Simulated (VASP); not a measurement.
# Pd (Fm-3m) in VASP: further runs

The runs below take Pd through single point, relaxation of cell and atoms, with r2SCAN.

Program: VASP 6.6.1. These are calculated values, not measurements. Logs are shortened: lines on timing, memory, paths and dates and some standing lists are left out, and cuts for length are marked.

## 1. The cell of the first run

It takes space group Fm-3m (No. 225, cubic). Conventional cell: a = 3.916 Å, b = 3.916 Å, c = 3.916 Å, α = 90.00°, β = 90.00°, γ = 90.00°. Within 3.6 Å of Pd (site symmetry m-3m) lie 12 Pd at 2.77 Å.

## 2. Single point, r2SCAN

POSCAR reads:

```
Pd
1.0
    0.0000000000      1.9577648398      1.9577648398
    1.9577648398      0.0000000000      1.9577648398
    1.9577648398      1.9577648398      0.0000000000
Pd
1
Direct
    0.0000000000      0.0000000000      0.0000000000
```

INCAR.step1 reads:

```
PREC = Accurate
ENCUT = 520
ISMEAR = -1
SIGMA = 0.15
LREAL = False
LASPH = True
NELM = 80
NBANDS = 11
GGA = PE
ALGO = Normal
EDIFF = 1E-4
LWAVE = True
LCHARG = False
```

INCAR.step2 reads:

```
PREC = Accurate
ENCUT = 520
EDIFF = 1E-6
ISMEAR = -1
SIGMA = 0.15
LREAL = False
LASPH = True
NELM = 80
ALGO = Normal
ISIF = 2
LWAVE = False
LCHARG = False
METAGGA = R2SCAN
LMIXTAU = True
NBANDS = 11
ISTART = 1
```

KPOINTS reads:

```
Automatic mesh
0
Gamma
  18 18 18
```

Potentials or basis: VASP PAW PBE potentials, release 64 (Pd).

The run is started by

```sh
$ cat potpaw_PBE.64/Pd/POTCAR > POTCAR
$ cp INCAR.step1 INCAR
$ mpirun -np 1 vasp_std > vasp.out
$ cp INCAR.step2 INCAR
$ mpirun -np 1 vasp_std > vasp.out
```

OUTCAR:

```text
PREC = Accurate
   ENCUT = 520
   EDIFF = 1E-6
   ISMEAR = -1
   LREAL = False
   LASPH = True
   NELM = 80
   ISIF = 2
   METAGGA = R2SCAN
   ISTART = 1

 ion  position               nearest neighbor table
   1  0.000  0.000  0.000-

  LATTYP: Found a face centered cubic cell.
 ALAT       =     3.9155296796

  Lattice vectors:

 A1 = (   0.0000000000,   1.9577648398,   1.9577648398)
 A2 = (   1.9577648398,   0.0000000000,   1.9577648398)
 A3 = (   1.9577648398,   1.9577648398,   0.0000000000)

Analysis of symmetry for initial positions (statically):
=====================================================================
 Subroutine PRICEL returns:
 Original cell was already a primitive cell.

 Routine SETGRP: Setting up the symmetry group for a
 face centered cubic supercell.

 Subroutine GETGRP returns: Found 48 space group operations
 (whereof 48 operations were pure point group operations)
 out of a pool of 48 trial point group operations.

The static configuration has the point symmetry O_h .

Analysis of symmetry for dynamics (positions and initial velocities):
=====================================================================
 Subroutine PRICEL returns:
 Original cell was already a primitive cell.

 Routine SETGRP: Setting up the symmetry group for a
 face centered cubic supercell.

 Subroutine GETGRP returns: Found 48 space group operations
 (whereof 48 operations were pure point group operations)
 out of a pool of 48 trial point group operations.

The dynamic configuration has the point symmetry O_h .

 Subroutine INISYM returns: Found 48 space group operations
 (whereof 48 operations are pure point group operations),
 and found     1 'primitive' translations

----------------------------------------------------------------------------------------

                                     Primitive cell

  volume of cell :      15.0076

  direct lattice vectors                    reciprocal lattice vectors
     0.000000000  1.957764840  1.957764840    -0.255393288  0.255393288  0.255393288
     1.957764840  0.000000000  1.957764840     0.255393288 -0.255393288  0.255393288
     1.957764840  1.957764840  0.000000000     0.255393288  0.255393288 -0.255393288

  length of vectors
     2.768697588  2.768697588  2.768697588     0.442354151  0.442354151  0.442354151

  position of ions in fractional coordinates (direct lattice)
     0.000000000  0.000000000  0.000000000

  ion indices of the primitive-cell ions
   primitive index   ion index
                 1           1

----------------------------------------------------------------------------------------

 KPOINTS: Automatic mesh

Automatic generation of k-mesh.
 Grid dimensions read from file:
 generate k-points for:   18   18   18

 Generating k-lattice:

  Cartesian coordinates                     Fractional coordinates (reciprocal lattice)
    -0.014188516  0.014188516  0.014188516     0.055555556  0.000000000  0.000000000
     0.014188516 -0.014188516  0.014188516     0.000000000  0.055555556  0.000000000
     0.014188516  0.014188516 -0.014188516     0.000000000  0.000000000  0.055555556

  Length of vectors
     0.024575231  0.024575231  0.024575231

  Shift w.r.t. Gamma in fractional coordinates (k-lattice)
     0.000000000  0.000000000  0.000000000

 Subroutine IBZKPT returns following result:
 ===========================================

 Found    195 irreducible k-points:

 Following reciprocal coordinates:
            Coordinates               Weight
  0.000000  0.000000  0.000000      1.000000
  0.055556  0.000000  0.000000      8.000000
  0.111111  0.000000  0.000000      8.000000
  0.166667  0.000000  0.000000      8.000000
  0.222222  0.000000  0.000000      8.000000
  0.277778  0.000000  0.000000      8.000000
[... 16 lines left out ...]
 -0.277778  0.055556  0.000000     24.000000
 -0.222222  0.055556  0.000000     24.000000
 [... further k-points ...]
   k-points           NKPTS =    195   k-points in BZ     NKDIM =    195   number of bands    NBANDS=     11
   number of dos      NEDOS =    301   number of ions     NIONS =      1
   total plane-waves  NPLWV =  13824
   dimension x,y,z NGX =    24 NGY =   24 NGZ =   24
   dimension x,y,z NGXF=    48 NGYF=   48 NGZF=   48
   ions per type =               1
   NGX,Y,Z   is equivalent  to a cutoff of  14.41, 14.41, 14.41 a.u.
   NGXF,Y,Z  is equivalent  to a cutoff of  28.82, 28.82, 28.82 a.u.
 SYSTEM =  unknown system
   PREC   = accura    normal or accurate (medium, high low for compatibility)
   ISTART =      1    job   : 0-new  1-cont  2-samecut
   ICHARG =      0    charge: 1-file 2-atom 10-const
   ISPIN  =      1    spin polarized calculation?
   LNONCOLLINEAR =      F non collinear calculations
   LSORBIT =      F    spin-orbit coupling
   LASPH  =      T    aspherical Exc in radial PAW
   ENCUT  =  520.0 eV  38.22 Ry    6.18 a.u.   5.15  5.15  5.15*2*pi/ulx,y,z
   NELM   =     80;   NELMIN=  2; NELMDL=  0     # of ELM steps
   EDIFF  = 0.1E-05   stopping-criterion for ELM
   LREAL  =      F    real-space projection
   EDIFFG = 0.1E-04   stopping-criterion for IOM
   NSW    =      0    number of steps for IOM
   IBRION =     -1    ionic relax: 0-MD 1-quasi-New 2-CG
   NFREE  =      0    steps in history (QN), initial steepest desc. (CG)
   ISIF   =      2    stress and relaxation
   ISYM   =      2    0-nonsym 1-usesym 2-fastsym
   POTIM  = 0.5000    time-step for ionic-motion
   TEBEG  =    0.0;   TEEND  =   0.0 temperature during run
   PSTRESS=    0.0 pullay stress
   NELECT =      10.0000    total number of electrons
   NUPDOWN=      -1.0000    fix difference up-down
   EMIN   =  10.00;   EMAX   =-10.00  energy-range for DOS
   EFERMI =   0.00;   METHOD = LEGACY
   ISMEAR =    -1;   SIGMA  =   0.15  broadening in eV -4-tet -1-fermi 0-gaus
   EFERMI_NEDOS =   21; number of points for ismear=-14 and -15
   IALGO  =     38    algorithm
   IMIX   =      4    mixing-type and parameters
     AMIX     =   0.40;   BMIX     =  1.00
     AMIX_MAG =   1.60;   BMIX_MAG =  1.00
  volume/ion in A,a.u.               =      15.01       101.28
  Fermi-wavevector in a.u.,A,eV,Ry     =   1.429896  2.702111 27.818488  2.044601
  Thomas-Fermi vector in A             =   2.549800
   LORBIT       =      0    0 simple, 1 ext, 2 COOP (PROOUT), +10 PAW based schemes
   METAGGA = R2SCAN    functional components
   LHFCALC =     F    Hartree Fock is set to
   AEXX    =    0.0000 exact exchange contribution
   IVDW    =     0    specifies the selected vdW correction
   LEPSILON=     F    determine dielectric tensor
   LRPA    =     F    only Hartree local field effects (RPA)
 non-spin polarized calculation
  energy-cutoff  :      520.00
  volume of cell :       15.01
 maximum number of plane-waves:       419
 NGX is ok and might be reduce to    24
   NGX = 11   NGY = 11   NGZ = 11

 number of electron       9.9999999 magnetization

 Free energy of the ion-electron system (eV)
  ---------------------------------------------------
  ext. energy  EPLUGINS =         0.00000000
  ---------------------------------------------------
  free energy    TOTEN  =       -23.01647764 eV

  energy without entropy =      -22.90087148  energy(sigma->0) =      -22.95867456

 E-fermi :   9.3834     XC(G=0): -14.0056

 val. band max:        9.3758382312   @ k =  -0.3333   0.3889   0.1667
 cond. band min:       9.3868400529   @ k =   0.4444   0.3889   0.0000
 fundamental gap:      0.0110018216
 Fermi energy:         9.3833574629

 k-point     1 :       0.0000    0.0000    0.0000
  band No.  band energies     occupation
      1       2.2676      2.00000
      2       6.4839      2.00000
      3       6.4839      2.00000
      4       6.4839      2.00000
      5       8.0506      1.99972
      6       8.0506      1.99972
      7      27.3350      0.00000
      8      31.8273      0.00000
      9      32.2161      0.00000
     10      32.2161      0.00000
     11      32.2161      0.00000

 k-point     2 :       0.0556    0.0000    0.0000
  band No.  band energies     occupation
      1       2.3824      2.00000
      2       6.4440      2.00000
      3       6.5235      2.00000
      4       6.5235      2.00000
      5       8.0320      1.99976
      6       8.0320      1.99976
      7      27.4502      0.00000
      8      31.4029      0.00000
      9      31.8617      0.00000
     10      32.3411      0.00000
     11      32.3411      0.00000

 k-point     3 :       0.1111    0.0000    0.0000
  band No.  band energies     occupation
      1       2.7135      2.00000
      2       6.3455      2.00000
      3       6.6265      2.00000
      4       6.6265      2.00000
      5       7.9937      1.99981
      6       7.9937      1.99981
      7      27.6908      0.00000
      8      29.8383      0.00000
      9      31.8491      0.00000
     10      32.6940      0.00000
     11      32.6940      0.00000

 k-point     4 :       0.1667    0.0000    0.0000
  band No.  band energies     occupation
      1       3.2100      2.00000
      2       6.2593      2.00000
      3       6.7396      2.00000
      4       6.7396      2.00000
      5       7.9925      1.99981
      6       7.9925      1.99981
      7      27.2608      0.00000
      8      28.6871      0.00000
      9      31.8451      0.00000
     10      33.1991      0.00000
     11      33.1991      0.00000
[... 239 lines left out ...]
 k-point    22 :      -0.3333    0.0556    0.0000
  band No.  band energies     occupation
      1       4.2401      2.00000
      2       6.5509      2.00000
      3       6.6307      2.00000
      4       7.7461      1.99996
      5       8.6074      1.98873
      6       9.3917      0.97228
      7      20.5777      0.00000
      8      27.4767      0.00000
      9      31.2018      0.00000
     10      31.8632      0.00000
     11      33.3710      0.00000

 k-point    23 :      -0.2778    0.0556    0.0000
  band No.  band energies     occupation
      1       4.2280      2.00000
      2       6.6350      2.00000
      3       6.7468      2.00000
      4       6.9332      2.00000
      5       8.2474      1.99897
      6       8.8697      1.93690
      7      22.6959      0.00000
      8      27.9733      0.00000
      9      31.7301      0.00000
     10      31.9574      0.00000
     11      34.8279      0.00000

 k-point    24 :      -0.2222    0.0556    0.0000
  band No.  band energies     occupation
      1       3.9826      2.00000
      2       6.3004      2.00000
      3       6.8050      2.00000
      4       6.8333      2.00000
      5       7.9503      1.99986
      6       8.4830      1.99507
      7      24.8278      0.00000
      8      28.3761      0.00000
      9      31.8269      0.00000
     10      32.3285      0.00000
     11      34.9003      0.00000

 [... further k-points ...]

------------------------ aborting loop because EDIFF is reached ----------------------------------------

  FORCE on cell =-STRESS in cart. coord.  units (eV):
  Direction    XX          YY          ZZ          XY          YZ          ZX
  --------------------------------------------------------------------------------------
  -------------------------------------------------------------------------------------
  Total        0.0200535      0.0200535      0.0200535      0.0000000      0.0000000     -0.0000000
  in kB        2.1408632      2.1408632      2.1408632      0.0000000      0.0000000     -0.0000000
  external PRESSURE =       2.1408632 kB  Pullay stress =       0.0000000 kB

 VOLUME and BASIS-vectors are now :
 -----------------------------------------------------------------------------
  energy-cutoff  :      520.00
  volume of cell :       15.01
      direct lattice vectors                 reciprocal lattice vectors
     0.000000000  1.957764840  1.957764840    -0.255393288  0.255393288  0.255393288
     1.957764840  0.000000000  1.957764840     0.255393288 -0.255393288  0.255393288
     1.957764840  1.957764840  0.000000000     0.255393288  0.255393288 -0.255393288

 POSITION                                       TOTAL-FORCE (eV/Angst)
 -----------------------------------------------------------------------------------
      0.00000      0.00000      0.00000         0.000000     -0.000000      0.000000
 -----------------------------------------------------------------------------------
    total drift:                               -0.000000      0.000000     -0.000000

  FREE ENERGIE OF THE ION-ELECTRON SYSTEM (eV)
  ---------------------------------------------------
  free  energy   TOTEN  =       -23.0164776357 eV

  energy  without entropy=      -22.9008714830  energy(sigma->0) =      -22.95867456
```

It took 2.5 min on 1 thread of AMD EPYC 9R45 (Zen 5), shared host; peak memory 0.13 GiB.

Results:

| Item | Value |
| --- | --- |
| Free energy | -23.0165 eV |
| Pressure | 0.2 GPa |
| Band gap on the k mesh | zero (band 5 reaches 9.62 eV, above the bottom of band 6 at 7.99 eV) |

Levels at points of the mesh, in eV from the Fermi level:
```tsv
k point	band 3	band 4	band 5	band 6	band 7	band 8
(0.00, 0.00, 0.00)	-2.90	-2.90	-1.33	-1.33	17.95	22.44
(0.50, 0.00, 0.00)	-2.97	-0.10	-0.10	1.26	7.51	17.34
(0.50, 0.50, 0.00)	-0.16	0.24	0.24	3.60	11.06	13.77
```

Caveat: the PAW data sets were made with another functional, which shifts forces and pressure a little.

## 3. Relaxation of cell and atoms, r2SCAN

This run uses another cell than the first one, of 14.95 Å³/atom, 0.996 times its volume.

POSCAR reads:

```
Pd
1.0
    0.0000000000      1.9552200245      1.9552200245
    1.9552200245      0.0000000000      1.9552200245
    1.9552200245      1.9552200245      0.0000000000
Pd
1
Direct
    0.0000000000      0.0000000000      0.0000000000
```

INCAR.step1 reads:

```
SYSTEM = Pd
ALGO = Normal
EDIFF = 1E-4
ENCUT = 600
GGA = PE
ISMEAR = -1
LASPH = .TRUE.
LCHARG = .FALSE.
LREAL = .FALSE.
LWAVE = .TRUE.
NELM = 80
PREC = Accurate
SIGMA = 0.15
```

INCAR.step2 reads:

```
SYSTEM = Pd
ALGO = Normal
EDIFF = 1E-7
EDIFFG = -0.001
ENCUT = 600
IBRION = 2
ISIF = 3
ISMEAR = -1
ISTART = 1
LASPH = .TRUE.
LCHARG = .FALSE.
LMIXTAU = .TRUE.
LREAL = .FALSE.
LWAVE = .FALSE.
METAGGA = R2SCAN
NELM = 80
NSW = 80
PREC = Accurate
SIGMA = 0.15
```

KPOINTS reads:

```
k-points
0
G
  18 18 18
  0 0 0
```

Potentials or basis: VASP PAW PBE potentials, release 64 (Pd).

The run is started by

```sh
$ cat potpaw_PBE.64/Pd/POTCAR > POTCAR
$ cp INCAR.step1 INCAR
$ mpirun -np 1 vasp_std > vasp.out
$ cp INCAR.step2 INCAR
$ mpirun -np 1 vasp_std > vasp.out
```

Wall time 13 min (1 thread of AMD EPYC 9R45 (Zen 5), shared host); peak memory 0.14 GiB.

The run converged. Its results:

* Free energy: -23.0159 eV
* Relaxed volume: 15.02 Å³/atom
* Relaxed cell: a = 2.770 Å, b = 2.770 Å, c = 2.770 Å, α = 60.00°, β = 60.00°, γ = 60.00°
* Space group after relaxing (to 0.05 Å): Fm-3m (No. 225)
* Energy gained by relaxing: 0.2 meV/atom
* Ionic steps: 7
* Pressure after relaxing: 0.0 GPa
* Band gap on the k mesh: zero (band 5 reaches 9.60 eV, above the bottom of band 6 at 7.98 eV)

The path:
```tsv
step	energy change (eV)	largest force (eV/Å)	pressure (GPa)	volume (Å³)
1	0.0000	0.0000	0.95	14.95
2	0.0003	0.0000	-1.38	15.14
3	-0.0002	0.0000	0.02	15.02
4	-0.0002	0.0000	0.02	15.02
5	-0.0001	0.0000	-0.69	15.08
6	-0.0002	0.0000	-0.01	15.03
7	-0.0002	0.0000	0.01	15.02
```

Final structure:
```
Pd
1.0
     0.00000    1.95851    1.95851
     1.95851    0.00000    1.95851
     1.95851    1.95851    0.00000
Pd
1
Cartesian
  0.0000 0.0000 0.0000
```

Levels at points of the mesh, in eV from the Fermi level:
| k point | band 2 | band 3 | band 4 | band 5 | band 6 | band 7 | band 8 | band 9 |
| --- | --- | --- | --- | --- | --- | --- | --- | --- |
| (0.00, 0.00, 0.00) | -2.89 | -2.89 | -2.89 | -1.33 | -1.33 | 17.95 | 22.45 | 22.83 |
| (0.50, 0.00, 0.00) | -2.96 | -2.96 | -0.10 | -0.10 | 1.26 | 7.50 | 17.34 | 21.88 |
| (0.50, 0.50, 0.00) | -5.18 | -0.16 | 0.24 | 0.24 | 3.60 | 11.05 | 13.76 | 13.76 |

Caveat: the PAW data sets were made with another functional, which shifts forces and pressure a little.

## 4. Relaxation of cell and atoms, r2SCAN

POSCAR reads:

```
Pd
1.0
    0.0000000000      1.9586507900      1.9586507900
    1.9586507900      0.0000000000      1.9586507900
    1.9586507900      1.9586507900      0.0000000000
Pd
1
Direct
    0.0000000000      0.0000000000      0.0000000000
```

INCAR.step1 reads:

```
PREC = Accurate
ENCUT = 600
ISMEAR = 0
SIGMA = 0.1
LREAL = False
LASPH = True
NELM = 100
GGA = PE
ALGO = Normal
EDIFF = 1E-4
LWAVE = True
LCHARG = False
```

INCAR.step2 reads:

```
PREC = Accurate
ENCUT = 600
EDIFF = 1E-7
ISMEAR = 0
SIGMA = 0.1
LREAL = False
LASPH = True
NELM = 100
ALGO = Normal
ISIF = 3
LWAVE = False
LCHARG = False
METAGGA = R2SCAN
LMIXTAU = True
IBRION = 2
NSW = 100
EDIFFG = -0.002
ISTART = 1
```

KPOINTS reads:

```
Automatic mesh
0
Gamma
  18 18 18
```

The run is started by

```sh
$ cat potpaw_PBE.64/Pd/POTCAR > POTCAR
$ cp INCAR.step1 INCAR
$ mpirun -np 1 vasp_std > vasp.out
$ cp INCAR.step2 INCAR
$ mpirun -np 1 vasp_std > vasp.out
```

Wall time 7.5 min (1 thread of AMD EPYC 9R45 (Zen 5), shared host); peak memory 0.13 GiB.

It converged, with:

| Quantity | Value |
| --- | --- |
| Free energy | -22.9545 eV |
| Relaxed volume | 14.97 Å³/atom |
| Relaxed cell | a = 2.766 Å, b = 2.766 Å, c = 2.766 Å, α = 60.00°, β = 60.00°, γ = 60.00° |
| Space group after relaxing (to 0.05 Å) | Fm-3m (No. 225) |
| Energy gained by relaxing | 0.1 meV/atom |
| Ionic steps | 4 |
| Pressure after relaxing | 0.0 GPa |
| Band gap on the k mesh | zero (band 5 reaches 9.67 eV, above the bottom of band 6 at 8.03 eV) |

The path:
```csv
step,energy change (eV),largest force (eV/Å),pressure (GPa),volume (Å³)
1,0.0000,0.0000,-0.75,15.03
2,0.0002,0.0000,1.17,14.88
3,-0.0001,0.0000,0.03,14.97
4,-0.0001,0.0000,-0.01,14.97
```

Final structure:
```
Pd
1.0
     0.00000    1.95602    1.95602
     1.95602    0.00000    1.95602
     1.95602    1.95602    0.00000
Pd
1
Direct
  0.00000 0.00000 0.00000
```

Levels at points of the mesh, in eV from the Fermi level:
```
           k point  band 2  band 3  band 4  band 5  band 6  band 7  band 8  band 9
(0.00, 0.00, 0.00)   -2.85   -2.85   -2.85   -1.28   -1.28   18.02   22.51   22.92
(0.50, 0.00, 0.00)   -2.92   -2.92   -0.04   -0.04    1.32    7.59   17.41   21.98
(0.50, 0.50, 0.00)   -5.14   -0.10    0.30    0.30    3.66   11.16   13.85   13.85
```

Caveat: the PAW data sets were made with another functional, which shifts forces and pressure a little.

## 5. Summary

```csv
task,cell,cutoff (eV),smearing,gap on the mesh (eV),pressure (GPa),relaxed volume (Å³/atom)
single point,"a = 2.769 Å, angles 60.0°, 1 atom",520,fermi-dirac 0.15 eV,none,0.2,-
relaxation of cell and atoms,"relaxed from a = 2.765 Å, angles 60.0°, 1 atom",600,fermi-dirac 0.15 eV,none,0.0,15.02
relaxation of cell and atoms,"relaxed from a = 2.770 Å, angles 60.0°, 1 atom",600,gaussian 0.1 eV,none,0.0,14.97
```

Alike in all rows: level r2SCAN; potentials or basis VASP PAW PBE potentials, release 64 (Pd); no spin polarisation; k mesh 18 × 18 × 18.

Caveats: the PAW data sets were made with another functional, which shifts forces and pressure a little.

Absolute energies hang on the potentials; compare differences alone.
